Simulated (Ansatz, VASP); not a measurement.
## Two plane-wave programs on TaN

INCAR

```
PREC = Accurate
ENCUT = 700
EDIFF = 1E-6
ISMEAR = 0
SIGMA = 0.15
LREAL = F
LASPH = T
NELM = 120
ALGO = Normal
ISIF = 2
LWAVE = F
LCHARG = F
GGA = PS
NBANDS = 16
GGA_COMPAT = F
```

Contents of KPOINTS:

```
regular mesh
0
Gamma
  18 18 18
```

POSCAR

```
TaN
1.0
    0.0000000000      2.1874436400      2.1874436400
    2.1874436400      0.0000000000      2.1874436400
    2.1874436400      2.1874436400      0.0000000000
Ta N
1 1
Direct
    0.5000000000      0.5000000000      0.5000000000
    0.0000000000      0.0000000000      0.0000000000
```

Input for Ansatz:

```yaml
crystal:
  lattice:
    - [0.0, 2.18744364, 2.18744364]
    - [2.18744364, 0.0, 2.18744364]
    - [2.18744364, 2.18744364, 0.0]
  atoms:
    - { symbol: Ta, position: [0.5, 0.5, 0.5] }
    - { symbol: "N", position: [0.0, 0.0, 0.0] }
basis:
  ecutwfc: 520.0
kpoints:
  mp_grid: { grid: [18, 18, 18] }
hamiltonian:
  xc: pbesol
  pseudopotentials: { kind: paw, azcp: { folder: soft_1 } }
scf:
  occupations: { method: gaussian, width: 0.15 }
output:
  forces: true
  stress: true
  eigenvalues: true
  write_density: true
  write_potential: true
  elf: true
  volumetric_format: npy
```

Alike in both runs: task single point; functional PBEsol; k mesh 18 × 18 × 18; occupations gaussian, width 0.15 eV; no spin polarisation.

|  | VASP | Ansatz |
| --- | --- | --- |
| version | VASP 6.6.1 | Ansatz 0.2.0 |
| potentials or method | VASP PAW PBE potentials, release 64 (Ta_sv_GW, N), cutoff 700 eV | scalar-relativistic, plane waves, PAW |
| valence electrons in the cell | 18 | 18 |

|  | VASP | Ansatz | Ansatz less VASP |
| --- | --- | --- | --- |
| gap on the k mesh at the Fermi level (eV) | none | none | - |
| pressure (GPa) | 0.2 | -0.1 | -0.26 |

VASP's potentials were made for PBE, not for PBEsol, and Ansatz warns of the same on its side. A gap of «none» marks a metal or a gap that the smearing closes.

Spin-orbit coupling is off throughout.
